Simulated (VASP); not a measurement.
Here is a VASP 6.6.1 calculation.

INCAR

```
SYSTEM = MoS2
  PREC = Accurate
  ENCUT = 520
  EDIFF = 1E-7
  ISMEAR = 1
  SIGMA = 0.1
  LREAL = .False.
  LASPH = .True.
  NELM = 80
  ALGO = Normal
  ISIF = 2
  LWAVE = .False.
  LCHARG = .False.
  GGA = PS
  NBANDS = 20
```

KPOINTS

```
Automatic mesh
0
Gamma
  10 10 5
  0 0 0
```

POSCAR

```
MoS2
1.0
    3.1690364643      0.0000000000      0.0000000000
   -1.5845177412      2.7444654161      0.0000000000
    0.0000000000      0.0000000000      6.1981949043
Mo S
1 2
Direct
    0.0000000000      0.0000000000      0.5000000000
    0.3333333333      0.6666666667      0.2553190000
    0.6666666667      0.3333333333      0.7446810000
```

Potentials or basis: VASP PAW PBE potentials, release 64 (Mo_sv, S).

Run with:

```bash
$ cat potpaw_PBE.64/Mo_sv/POTCAR potpaw_PBE.64/S/POTCAR > POTCAR
$ mpirun -np 1 vasp_std > vasp.out
```

Question: What does it give for the largest force?

Answer: 0.959 eV/Å.

Question: Estimate the band gap on the k mesh.

Answer: Zero (band 13 reaches 7.97 eV, above the bottom of band 14 at 7.21 eV).

Question: Estimate the pressure.

Answer: 4.5 GPa.

Stress tensor (GPa, compression positive):
```
2.70 0.00 0.00
0.00 2.70 0.00
0.00 0.00 8.02
```

Caveat: the PAW data sets were made with another functional, which shifts forces and pressure a little; this functional lacks dispersion, which binds the layers, so the pressure and a relaxed spacing across them are unreliable.
